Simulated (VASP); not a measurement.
# CdS (R3m) in VASP: single point with PBEsol

Aim: the single point of CdS with PBEsol.

All numbers are computed with VASP 6.6.1; they aren't measurements. Logs are shortened: lines on timing, memory, paths and dates and some standing lists are left out, and cuts for length are marked.

## 1. The cell of the first run

The structure is trigonal, space group R3m (No. 160). Conventional cell: a = 4.125 Å, b = 4.125 Å, c = 10.103 Å, α = 90.00°, β = 90.00°, γ = 120.00°. Cd (site symmetry 3m) has 1 S at 1.46 Å within 2.0 Å. S (site symmetry 3m) has 1 Cd at 1.46 Å within 2.0 Å.

## 2. Single point, PBEsol (shortest bond scaled by 0.58, partial waves polarizable)

The input, INCAR:

```
  PREC = Accurate
  ENCUT = 630
  EDIFF = 1E-6
  ISMEAR = -1
  SIGMA = 0.03
  LREAL = False
  LASPH = True
  NELM = 120
  ALGO = Normal
  ISIF = 2
  LWAVE = False
  LCHARG = False
  GGA = PS
  NBANDS = 20
  GGA_COMPAT = False
```

The input, KPOINTS:

```
Automatic mesh
0
Gamma
  7 7 7
```

The input, POSCAR:

```
CdS
1.0
    0.0000000000      2.9165000000      2.9165000000
    2.9165000000      0.0000000000      2.9165000000
    2.9165000000      2.9165000000      0.0000000000
Cd S
1 1
Direct
   -0.1575000000      0.0525000000      0.0525000000
    0.4075000000      0.1975000000      0.1975000000
```

Potentials or basis: VASP PAW PBE potentials, release 64 (Cd_sv_GW, S).

Started as:

```
$ cat potpaw_PBE.64/Cd_sv_GW/POTCAR potpaw_PBE.64/S/POTCAR > POTCAR
$ mpirun -np 1 vasp_std > vasp.out
```

OUTCAR:

```text
PREC = Accurate
   ENCUT = 630
   EDIFF = 1E-6
   ISMEAR = -1
   LREAL = False
   LASPH = True
   NELM = 120
   ISIF = 2
   GGA = PS

 ion  position               nearest neighbor table
   1  0.843  0.053  0.053-   2 1.46
   2  0.407  0.197  0.197-   1 1.46

  LATTYP: Found a face centered cubic cell.
 ALAT       =     5.8330000000

  Lattice vectors:

 A1 = (   0.0000000000,   2.9165000000,   2.9165000000)
 A2 = (   2.9165000000,   0.0000000000,   2.9165000000)
 A3 = (   2.9165000000,   2.9165000000,   0.0000000000)

Analysis of symmetry for initial positions (statically):
=====================================================================
 Subroutine PRICEL returns:
 Original cell was already a primitive cell.

 Routine SETGRP: Setting up the symmetry group for a
 face centered cubic supercell.

 Subroutine GETGRP returns: Found  6 space group operations
 (whereof  6 operations were pure point group operations)
 out of a pool of 48 trial point group operations.

The static configuration has the point symmetry C_3v.

Analysis of symmetry for dynamics (positions and initial velocities):
=====================================================================
 Subroutine PRICEL returns:
 Original cell was already a primitive cell.

 Routine SETGRP: Setting up the symmetry group for a
 face centered cubic supercell.

 Subroutine GETGRP returns: Found  6 space group operations
 (whereof  6 operations were pure point group operations)
 out of a pool of 48 trial point group operations.

The dynamic configuration has the point symmetry C_3v.

 Subroutine INISYM returns: Found  6 space group operations
 (whereof  6 operations are pure point group operations),
 and found     1 'primitive' translations

----------------------------------------------------------------------------------------

                                     Primitive cell

  volume of cell :      49.6153

  direct lattice vectors                    reciprocal lattice vectors
     0.000000000  2.916500000  2.916500000    -0.171438368  0.171438368  0.171438368
     2.916500000  0.000000000  2.916500000     0.171438368 -0.171438368  0.171438368
     2.916500000  2.916500000  0.000000000     0.171438368  0.171438368 -0.171438368

  length of vectors
     4.124553855  4.124553855  4.124553855     0.296939964  0.296939964  0.296939964

  position of ions in fractional coordinates (direct lattice)
     0.842500000  0.052500000  0.052500000
     0.407500000  0.197500000  0.197500000

  ion indices of the primitive-cell ions
   primitive index   ion index
                 1           1
                 2           2

----------------------------------------------------------------------------------------

 KPOINTS: Automatic mesh

Automatic generation of k-mesh.
 Grid dimensions read from file:
 generate k-points for:    7    7    7

 Generating k-lattice:

  Cartesian coordinates                     Fractional coordinates (reciprocal lattice)
    -0.024491195  0.024491195  0.024491195     0.142857143  0.000000000  0.000000000
     0.024491195 -0.024491195  0.024491195     0.000000000  0.142857143  0.000000000
     0.024491195  0.024491195 -0.024491195     0.000000000  0.000000000  0.142857143

  Length of vectors
     0.042419995  0.042419995  0.042419995

  Shift w.r.t. Gamma in fractional coordinates (k-lattice)
     0.000000000  0.000000000  0.000000000

 Subroutine IBZKPT returns following result:
 ===========================================

 Found     44 irreducible k-points:

 Following reciprocal coordinates:
            Coordinates               Weight
  0.000000  0.000000  0.000000      1.000000
  0.142857  0.000000  0.000000      2.000000
  0.000000  0.142857  0.000000      6.000000
  0.285714  0.000000  0.000000      2.000000
  0.000000  0.285714  0.000000      6.000000
  0.428571  0.000000  0.000000      2.000000
[... 16 lines left out ...]
  0.285714  0.285714  0.000000      6.000000
  0.428571  0.285714  0.000000      6.000000
 [... further k-points ...]
   k-points           NKPTS =     44   k-points in BZ     NKDIM =     44   number of bands    NBANDS=     20
   number of dos      NEDOS =    301   number of ions     NIONS =      2
   total plane-waves  NPLWV =  46656
   dimension x,y,z NGX =    36 NGY =   36 NGZ =   36
   dimension x,y,z NGXF=    72 NGYF=   72 NGZF=   72
   ions per type =               1   1
   NGX,Y,Z   is equivalent  to a cutoff of  14.51, 14.51, 14.51 a.u.
   NGXF,Y,Z  is equivalent  to a cutoff of  29.02, 29.02, 29.02 a.u.
 SYSTEM =  unknown system
   PREC   = accura    normal or accurate (medium, high low for compatibility)
   ISTART =      0    job   : 0-new  1-cont  2-samecut
   ICHARG =      2    charge: 1-file 2-atom 10-const
   ISPIN  =      1    spin polarized calculation?
   LNONCOLLINEAR =      F non collinear calculations
   LSORBIT =      F    spin-orbit coupling
   LASPH  =      T    aspherical Exc in radial PAW
   ENCUT  =  630.0 eV  46.30 Ry    6.80 a.u.   8.44  8.44  8.44*2*pi/ulx,y,z
   NELM   =    120;   NELMIN=  2; NELMDL= -5     # of ELM steps
   EDIFF  = 0.1E-05   stopping-criterion for ELM
   LREAL  =      F    real-space projection
   EDIFFG = 0.1E-04   stopping-criterion for IOM
   NSW    =      0    number of steps for IOM
   IBRION =     -1    ionic relax: 0-MD 1-quasi-New 2-CG
   NFREE  =      0    steps in history (QN), initial steepest desc. (CG)
   ISIF   =      2    stress and relaxation
   ISYM   =      2    0-nonsym 1-usesym 2-fastsym
   POTIM  = 0.5000    time-step for ionic-motion
   TEBEG  =    0.0;   TEEND  =   0.0 temperature during run
   PSTRESS=    0.0 pullay stress
   NELECT =      26.0000    total number of electrons
   NUPDOWN=      -1.0000    fix difference up-down
   EMIN   =  10.00;   EMAX   =-10.00  energy-range for DOS
   EFERMI =   0.00;   METHOD = LEGACY
   ISMEAR =    -1;   SIGMA  =   0.03  broadening in eV -4-tet -1-fermi 0-gaus
   EFERMI_NEDOS =   21; number of points for ismear=-14 and -15
   IALGO  =     38    algorithm
   IMIX   =      4    mixing-type and parameters
     AMIX     =   0.40;   BMIX     =  1.00
     AMIX_MAG =   1.60;   BMIX_MAG =  1.00
  volume/ion in A,a.u.               =      24.81       167.41
  Fermi-wavevector in a.u.,A,eV,Ry     =   1.319858  2.494170 23.701701  1.742026
  Thomas-Fermi vector in A             =   2.449726
   LORBIT       =      0    0 simple, 1 ext, 2 COOP (PROOUT), +10 PAW based schemes
   GGA     = PS    functional components
   LHFCALC =     F    Hartree Fock is set to
   AEXX    =    0.0000 exact exchange contribution
   IVDW    =     0    specifies the selected vdW correction
   LEPSILON=     F    determine dielectric tensor
   LRPA    =     F    only Hartree local field effects (RPA)
 non-spin polarized calculation
  energy-cutoff  :      630.00
  volume of cell :       49.62
 maximum number of plane-waves:      1807
 NGX is ok and might be reduce to    36
   NGX = 17   NGY = 17   NGZ = 17

 number of electron      25.9999997 magnetization

 Free energy of the ion-electron system (eV)
  ---------------------------------------------------
  ext. energy  EPLUGINS =         0.00000000
  ---------------------------------------------------
  free energy    TOTEN  =        10.61820911 eV

  energy without entropy =       10.61820911  energy(sigma->0) =       10.61820911

 E-fermi :   3.9049     XC(G=0):  -9.3899

 val. band max:        3.2083475928   @ k =   0.0000   0.4286   0.0000
 cond. band min:       4.5030074662   @ k =   0.0000   0.0000   0.0000
 fundamental gap:      1.2946598733
 Fermi energy:         3.9049481878

 k-point     1 :       0.0000    0.0000    0.0000
  band No.  band energies     occupation
      1    -102.1353      2.00000
      2     -64.8752      2.00000
      3     -62.5886      2.00000
      4     -62.5886      2.00000
      5     -13.6946      2.00000
      6      -9.9001      2.00000
[... 12 lines left out ...]
     19      13.1926      0.00000
     20      13.1926      0.00000

 k-point     2 :       0.1429    0.0000    0.0000
  band No.  band energies     occupation
      1    -102.1353      2.00000
      2     -64.8753      2.00000
      3     -62.5886      2.00000
      4     -62.5886      2.00000
      5     -13.6501      2.00000
      6      -9.8744      2.00000
[... 12 lines left out ...]
     19      12.7661      0.00000
     20      14.2540      0.00000

 k-point     3 :       0.0000    0.1429    0.0000
  band No.  band energies     occupation
      1    -102.1353      2.00000
      2     -64.8752      2.00000
      3     -62.5886      2.00000
      4     -62.5886      2.00000
      5     -13.6736      2.00000
      6      -9.9083      2.00000
[... 12 lines left out ...]
     19      13.0250      0.00000
     20      14.1305      0.00000

 k-point     4 :       0.2857    0.0000    0.0000
  band No.  band energies     occupation
      1    -102.1353      2.00000
      2     -64.8755      2.00000
      3     -62.5886      2.00000
      4     -62.5886      2.00000
      5     -13.5499      2.00000
      6      -9.8164      2.00000
[... 12 lines left out ...]
     19      12.8572      0.00000
     20      13.5752      0.00000

 k-point     5 :       0.0000    0.2857    0.0000
  band No.  band energies     occupation
      1    -102.1353      2.00000
      2     -64.8753      2.00000
      3     -62.5888      2.00000
      4     -62.5886      2.00000
      5     -13.6272      2.00000
      6      -9.9269      2.00000
[... 12 lines left out ...]
     19      13.5882      0.00000
     20      13.9661      0.00000
[... 353 lines left out ...]
      6      -9.8895      2.00000
[... 12 lines left out ...]
     19      13.3162      0.00000
     20      15.0357      0.00000

 k-point    22 :       0.0000   -0.1429    0.1429
  band No.  band energies     occupation
      1    -102.1353      2.00000
      2     -64.8753      2.00000
      3     -62.5887      2.00000
      4     -62.5886      2.00000
      5     -13.6490      2.00000
      6      -9.9069      2.00000
[... 12 lines left out ...]
     19      13.9329      0.00000
     20      15.2386      0.00000

 k-point    23 :       0.2857    0.2857    0.0000
  band No.  band energies     occupation
      1    -102.1353      2.00000
      2     -64.8754      2.00000
      3     -62.5887      2.00000
      4     -62.5886      2.00000
      5     -13.5796      2.00000
      6      -9.9322      2.00000
[... 12 lines left out ...]
     19      14.5956      0.00000
     20      16.6828      0.00000

 k-point    24 :       0.4286    0.2857    0.0000
  band No.  band energies     occupation
      1    -102.1353      2.00000
      2     -64.8756      2.00000
      3     -62.5888      2.00000
      4     -62.5887      2.00000
      5     -13.5121      2.00000
      6      -9.9076      2.00000
[... 12 lines left out ...]
     19      15.3249      0.00000
     20      16.9228      0.00000

 [... further k-points ...]
[... 5 lines left out ...]
  --------------------------------------------------------------------------------------
  -------------------------------------------------------------------------------------
  Total       31.4115372     31.4115372     31.4115372    -32.3503562     32.3503562    -32.3503562
  in kB     1014.3406586   1014.3406586   1014.3406586  -1044.6569828   1044.6569828  -1044.6569828
  external PRESSURE =    1014.3406586 kB  Pullay stress =       0.0000000 kB

 VOLUME and BASIS-vectors are now :
 -----------------------------------------------------------------------------
  energy-cutoff  :      630.00
  volume of cell :       49.62
      direct lattice vectors                 reciprocal lattice vectors
     0.000000000  2.916500000  2.916500000    -0.171438368  0.171438368  0.171438368
     2.916500000  0.000000000  2.916500000     0.171438368 -0.171438368  0.171438368
     2.916500000  2.916500000  0.000000000     0.171438368  0.171438368 -0.171438368

 POSITION                                       TOTAL-FORCE (eV/Angst)
 -----------------------------------------------------------------------------------
      0.30623      2.61027      2.61027       -38.682881     38.682881     38.682881
      1.15202      1.76448      1.76448        38.682881    -38.682881    -38.682881
 -----------------------------------------------------------------------------------
    total drift:                               -0.000731      0.000731      0.000731

  FREE ENERGIE OF THE ION-ELECTRON SYSTEM (eV)
  ---------------------------------------------------
  free  energy   TOTEN  =        10.6182091118 eV

  energy  without entropy=       10.6182091118  energy(sigma->0) =       10.61820911
```

Wall time 33 s (1 thread of Intel Xeon Platinum 8488C (Sapphire Rapids), shared host); peak memory 0.24 GiB.

Results:

| Property | Result |
| --- | --- |
| Free energy | 10.6182 eV |
| Pressure | 101.4 GPa |
| Largest force | 67.001 eV/Å |
| Band gap on the k mesh | 1.29 eV (least direct gap 1.35 eV) |

Forces in eV/Å, atoms in the order of the input:
```
Cd  -38.683  38.683  38.683
S    38.683 -38.683 -38.683
```

Stress tensor (GPa, compression positive):
```
 101.43 -104.47 -104.47
-104.47  101.43  104.47
-104.47  104.47  101.43
```

Levels at points of the mesh, in eV from the valence-band top:
| k point | band 11 | band 12 | band 13 | band 14 | band 15 | band 16 |
| --- | --- | --- | --- | --- | --- | --- |
| (0.00, 0.00, 0.00) | -0.48 | -0.06 | -0.06 | 1.29 | 6.24 | 6.24 |

Caveat: the cell differs from its parent crystal (shortest bond scaled by 0.58, partial waves polarizable); atoms lie so close that the PAW spheres overlap strongly, which falsifies energies and pressures; the cell stands under pressure; the PAW data sets were made with another functional, which shifts forces and pressure a little.
